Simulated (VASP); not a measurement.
The system is Cd.

```
CELL_PARAMETERS angstrom
0.00000 2.21000 2.21000
2.21000 0.00000 2.21000
2.21000 2.21000 0.00000
ATOMIC_POSITIONS crystal
Cd 0.00000 0.00000 0.00000
```

This isn't the form of Cd at room conditions, which is hcp.

```yaml
Program: VASP 6.6.1
Task: relaxation of cell and atoms
Functional: LDA
Potentials_or_basis: VASP PAW LDA potentials, release 64 (Cd_sv_GW)
Cutoff: 630 eV
k_mesh: 9 × 9 × 9
Occupations: fermi-dirac, width 0.05 eV
Spin: no spin polarisation
```

At the start: pressure -4.4 GPa; volume 21.59 Å³/atom.

Task: Where does the relaxation end?

Result: Over 3 steps the energy falls by 22.2 meV/atom and the volume is 20.06 Å³/atom (-7.1 %); space group Fm-3m (No. 225, to 0.1 Å) before and after.

Step by step:
```
step  energy change (eV)  largest force (eV/Å)  pressure (GPa)  volume (Å³)
   1              0.0000                0.0000           -4.35        21.59
   2             -0.0215                0.0000            0.96        19.81
   3             -0.0222                0.0000            0.01        20.06
```

Final structure:
```cif
data_structure
_symmetry_space_group_name_H-M 'P 1'
_symmetry_Int_Tables_number 1
_cell_length_a 3.0500
_cell_length_b 3.0500
_cell_length_c 3.0500
_cell_angle_alpha 60.000
_cell_angle_beta 60.000
_cell_angle_gamma 60.000
_cell_volume 20.06
loop_
_atom_site_label
_atom_site_type_symbol
_atom_site_fract_x
_atom_site_fract_y
_atom_site_fract_z
_atom_site_occupancy
Cd1 Cd 0.00000 0.00000 0.00000 1
```
